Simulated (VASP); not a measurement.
# Zn7S8 (a cell with a defect) in VASP: further runs, part 2 of 2

VASP 6.6.1. Earlier steps stand in the parts before.

## Step 3: Single point, PBEsol (atoms taken out, then relaxed in part)

INCAR

```
PREC = Accurate
ENCUT = 520
EDIFF = 1E-6
ISMEAR = 0
SIGMA = 0.02
LREAL = Auto
LASPH = True
NELM = 60
ALGO = Normal
ISIF = 2
LWAVE = False
LCHARG = False
GGA = PS
NELECT = 134.0
NBANDS = 79
```

KPOINTS

```
Automatic mesh
0
Gamma
  2 2 2
```

POSCAR

```
Zn7S8
1.0
    0.0000000000      5.3560912044     -5.3560912044
    5.3560912044      5.3560912044      0.0000000000
    5.3560912044      0.0000000000     -5.3560912044
Zn S
7 8
Direct
    0.0120363669     -0.5120363669      0.5120363669
    0.4879636331      0.0120363669      0.5120363669
    0.4879636331      0.4879636331      0.5120363669
    0.0120363669      0.0120363669      0.9879636331
    0.0120363669      0.4879636331      0.9879636331
    0.4879636331      0.0120363669      0.9879636331
    0.5000000000      0.5000000000      1.0000000000
    0.1198033404      0.1198033404      0.1405899789
    0.1225700784      0.6258099739      0.1258099739
    0.6258099739      0.1225700784      0.1258099739
    0.6258099739      0.6258099739      0.1258099739
    0.1198033404      0.1198033404      0.6198033404
    0.1198033404      0.6405899789      0.6198033404
    0.6405899789      0.1198033404      0.6198033404
    0.6258099739      0.6258099739      0.6225700784
```

Potentials or basis: VASP PAW PBE potentials, release 64 (Zn, S).

The run is started by

```sh
$ cat potpaw_PBE.64/Zn/POTCAR potpaw_PBE.64/S/POTCAR > POTCAR
$ mpirun -np 1 vasp_std > vasp.out
```

OUTCAR:

```text
PREC = Accurate
   ENCUT = 520
   EDIFF = 1E-6
   ISMEAR = 0
   LREAL = Auto
   LASPH = True
   NELM = 60
   ISIF = 2
   GGA = PS
   NELECT = 134.0

 ion  position               nearest neighbor table
   1  0.012  0.488  0.512-  12 2.29  13 2.29   9 2.39  15 2.39
   2  0.488  0.012  0.512-  12 2.29  14 2.29  10 2.39  15 2.39
   3  0.488  0.488  0.512-  13 2.29  14 2.29  11 2.39  15 2.39
   4  0.012  0.012  0.988-  12 2.29   8 2.29  10 2.39   9 2.39
   5  0.012  0.488  0.988-   8 2.29  13 2.29  11 2.39   9 2.39
   6  0.488  0.012  0.988-   8 2.29  14 2.29  11 2.39  10 2.39
   7  0.500  0.500  0.000-   9 2.33  10 2.33  15 2.33  11 2.33
   8  0.120  0.120  0.141-   5 2.29   6 2.29   4 2.29
   9  0.123  0.626  0.126-   7 2.33   4 2.39   1 2.39   5 2.39
  10  0.626  0.123  0.126-   7 2.33   4 2.39   2 2.39   6 2.39
  11  0.626  0.626  0.126-   7 2.33   5 2.39   6 2.39   3 2.39
  12  0.120  0.120  0.620-   1 2.29   2 2.29   4 2.29
  13  0.120  0.641  0.620-   3 2.29   5 2.29   1 2.29
  14  0.641  0.120  0.620-   3 2.29   6 2.29   2 2.29
  15  0.626  0.626  0.623-   7 2.33   2 2.39   1 2.39   3 2.39

  LATTYP: Found a face centered cubic cell.
 ALAT       =    10.7121824088

  Lattice vectors:

 A1 = (   0.0000000000,   5.3560912044,  -5.3560912044)
 A2 = (   5.3560912044,   5.3560912044,   0.0000000000)
 A3 = (   5.3560912044,   0.0000000000,  -5.3560912044)

Analysis of symmetry for initial positions (statically):
=====================================================================
 Subroutine PRICEL returns:
 Original cell was already a primitive cell.

 Routine SETGRP: Setting up the symmetry group for a
 face centered cubic supercell.

 Subroutine GETGRP returns: Found 24 space group operations
 (whereof  4 operations were pure point group operations)
 out of a pool of 48 trial point group operations.

The static configuration has the point symmetry C_2v.
 The point group associated with its full space group is T_d .

Analysis of symmetry for dynamics (positions and initial velocities):
=====================================================================
 Subroutine PRICEL returns:
 Original cell was already a primitive cell.

 Routine SETGRP: Setting up the symmetry group for a
 face centered cubic supercell.

 Subroutine GETGRP returns: Found 24 space group operations
 (whereof  4 operations were pure point group operations)
 out of a pool of 48 trial point group operations.

The dynamic configuration has the point symmetry C_2v.
 The point group associated with its full space group is T_d .

 Subroutine INISYM returns: Found 24 space group operations
 (whereof  4 operations are pure point group operations),
 and found     1 'primitive' translations

----------------------------------------------------------------------------------------

                                     Primitive cell

  volume of cell :     307.3080

  direct lattice vectors                    reciprocal lattice vectors
[... 74 lines left out ...]
   number of dos      NEDOS =    301   number of ions     NIONS =     15
   total plane-waves  NPLWV = 175616
   dimension x,y,z NGX =    56 NGY =   56 NGZ =   56
   dimension x,y,z NGXF=   112 NGYF=  112 NGZF=  112
   ions per type =               7   8
   NGX,Y,Z   is equivalent  to a cutoff of  12.29, 12.29, 12.29 a.u.
   NGXF,Y,Z  is equivalent  to a cutoff of  24.58, 24.58, 24.58 a.u.
 SYSTEM =  unknown system
   PREC   = accura    normal or accurate (medium, high low for compatibility)
   ISTART =      0    job   : 0-new  1-cont  2-samecut
   ICHARG =      2    charge: 1-file 2-atom 10-const
   ISPIN  =      1    spin polarized calculation?
   LNONCOLLINEAR =      F non collinear calculations
   LSORBIT =      F    spin-orbit coupling
   LASPH  =      T    aspherical Exc in radial PAW
   ENCUT  =  520.0 eV  38.22 Ry    6.18 a.u.  14.08 14.08 14.08*2*pi/ulx,y,z
   NELM   =     60;   NELMIN=  2; NELMDL= -5     # of ELM steps
   EDIFF  = 0.1E-05   stopping-criterion for ELM
   LREAL  =      T    real-space projection
   EDIFFG = 0.1E-04   stopping-criterion for IOM
   NSW    =      0    number of steps for IOM
   IBRION =     -1    ionic relax: 0-MD 1-quasi-New 2-CG
   NFREE  =      0    steps in history (QN), initial steepest desc. (CG)
   ISIF   =      2    stress and relaxation
   ISYM   =      2    0-nonsym 1-usesym 2-fastsym
   POTIM  = 0.5000    time-step for ionic-motion
   TEBEG  =    0.0;   TEEND  =   0.0 temperature during run
   PSTRESS=    0.0 pullay stress
   NELECT =     134.0000    total number of electrons
   NUPDOWN=      -1.0000    fix difference up-down
   EMIN   =  10.00;   EMAX   =-10.00  energy-range for DOS
   EFERMI =   0.00;   METHOD = LEGACY
   ISMEAR =     0;   SIGMA  =   0.02  broadening in eV -4-tet -1-fermi 0-gaus
   EFERMI_NEDOS =   21; number of points for ismear=-14 and -15
   IALGO  =     38    algorithm
   IMIX   =      4    mixing-type and parameters
     AMIX     =   0.40;   BMIX     =  1.00
     AMIX_MAG =   1.60;   BMIX_MAG =  1.00
  volume/ion in A,a.u.               =      20.49       138.25
  Fermi-wavevector in a.u.,A,eV,Ry     =   1.241419  2.345942 20.968234  1.541122
  Thomas-Fermi vector in A             =   2.375818
   LORBIT       =      0    0 simple, 1 ext, 2 COOP (PROOUT), +10 PAW based schemes
   GGA     = PS    functional components
   LHFCALC =     F    Hartree Fock is set to
   AEXX    =    0.0000 exact exchange contribution
   IVDW    =     0    specifies the selected vdW correction
   LEPSILON=     F    determine dielectric tensor
   LRPA    =     F    only Hartree local field effects (RPA)
 non-spin polarized calculation
 Gauss-broadening in eV      SIGMA  =   0.02
  energy-cutoff  :      520.00
  volume of cell :      307.31
 maximum number of plane-waves:      8363
   NGX = 29   NGY = 29   NGZ = 29

 number of electron     133.9999948 magnetization

 Free energy of the ion-electron system (eV)
  ---------------------------------------------------
  ext. energy  EPLUGINS =         0.00000000
  ---------------------------------------------------
  free energy    TOTEN  =       -51.06206531 eV

  energy without entropy =      -51.06206531  energy(sigma->0) =      -51.06206531

 E-fermi :   2.3107     XC(G=0):  -9.7890

 val. band max:        2.1958337010   @ k =   0.0000   0.0000   0.0000
 cond. band min:       4.0811510491   @ k =   0.0000   0.0000   0.0000
 fundamental gap:      1.8853173481
 Fermi energy:         2.3106880189

 k-point     1 :       0.0000    0.0000    0.0000
  band No.  band energies     occupation
      1     -11.2471      2.00000
      2     -10.3258      2.00000
      3     -10.3258      2.00000
      4     -10.3258      2.00000
      5     -10.0193      2.00000
      6      -9.6631      2.00000
[... 235 lines left out ...]
     78       7.9850      0.00000
     79       8.2320      0.00000

------------------------ aborting loop because EDIFF is reached ----------------------------------------

  FORCE on cell =-STRESS in cart. coord.  units (eV):
  Direction    XX          YY          ZZ          XY          YZ          ZX
  --------------------------------------------------------------------------------------
  -------------------------------------------------------------------------------------
  Total       13.2716020     13.2716020     13.2716020      0.0000000      0.0000000     -0.0000000
  in kB       69.1926629     69.1926629     69.1926629      0.0000000      0.0000000     -0.0000000
  external PRESSURE =      69.1926629 kB  Pullay stress =       0.0000000 kB

 VOLUME and BASIS-vectors are now :
 -----------------------------------------------------------------------------
  energy-cutoff  :      520.00
  volume of cell :      307.31
      direct lattice vectors                 reciprocal lattice vectors
     0.000000000  5.356091204 -5.356091204    -0.093351659  0.093351659 -0.093351659
     5.356091204  5.356091204  0.000000000     0.093351659  0.093351659  0.093351659
     5.356091204  0.000000000 -5.356091204     0.093351659 -0.093351659 -0.093351659

 POSITION                                       TOTAL-FORCE (eV/Angst)
 -----------------------------------------------------------------------------------
      5.35609      2.67805     -2.80698        -0.000000     -0.000000     -0.006315
      2.80698      2.67805     -5.35609         0.006315     -0.000000      0.000000
      5.35609      5.22716     -5.35609        -0.000000     -0.006315      0.000000
      5.35609      0.12894     -5.35609        -0.000000      0.006315      0.000000
      7.90520      2.67805     -5.35609        -0.006315     -0.000000      0.000000
      5.35609      2.67805     -7.90520        -0.000000     -0.000000      0.006315
      2.67805      5.35609     -2.67805        -0.000000     -0.000000      0.000000
      1.39469      1.28336     -1.39469         0.017157     -0.017157     -0.017157
      4.02574      4.00839     -1.33035        -0.001202      0.001202     -0.001202
      1.33035      4.00839     -4.02574         0.001202      0.001202      0.001202
      4.02574      6.70379     -4.02574        -0.001202     -0.001202      0.001202
      3.96140      1.28336     -3.96140        -0.017157     -0.017157      0.017157
      6.75078      4.07274     -3.96140         0.017157      0.017157      0.017157
      3.96140      4.07274     -6.75078        -0.017157      0.017157     -0.017157
      6.68644      6.70379     -6.68644         0.001202     -0.001202     -0.001202
 -----------------------------------------------------------------------------------
    total drift:                                0.000011      0.000012     -0.000011

  FREE ENERGIE OF THE ION-ELECTRON SYSTEM (eV)
  ---------------------------------------------------
  free  energy   TOTEN  =       -51.0620653073 eV

  energy  without entropy=      -51.0620653073  energy(sigma->0) =      -51.06206531
```

It took 72 s on 1 thread of AMD EPYC 9R45 (Zen 5), shared host; peak memory 0.38 GiB.

Results:

| Item | Value |
| --- | --- |
| Free energy | -51.0621 eV |
| Largest force | 0.030 eV/Å |

Forces in eV/Å, atoms in the order of the input:
```
Zn   0.000  0.000 -0.006
Zn   0.006  0.000  0.000
Zn   0.000 -0.006  0.000
Zn   0.000  0.006  0.000
Zn  -0.006  0.000  0.000
Zn   0.000  0.000  0.006
Zn   0.000  0.000  0.000
S    0.017 -0.017 -0.017
S   -0.001  0.001 -0.001
S    0.001  0.001  0.001
S   -0.001 -0.001  0.001
S   -0.017 -0.017  0.017
S    0.017  0.017  0.017
S   -0.017  0.017 -0.017
S    0.001 -0.001 -0.001
```

Caveat: the k points lie up to 0.51 Å⁻¹ apart; the cell carries a net charge on a neutralising background, which shifts energy and pressure; the cell differs from its parent crystal (atoms taken out, then relaxed in part); the cell is charged against a uniform background, so pressure and absolute levels hang on convention; the PAW data sets were made with another functional, which shifts forces and pressure a little.
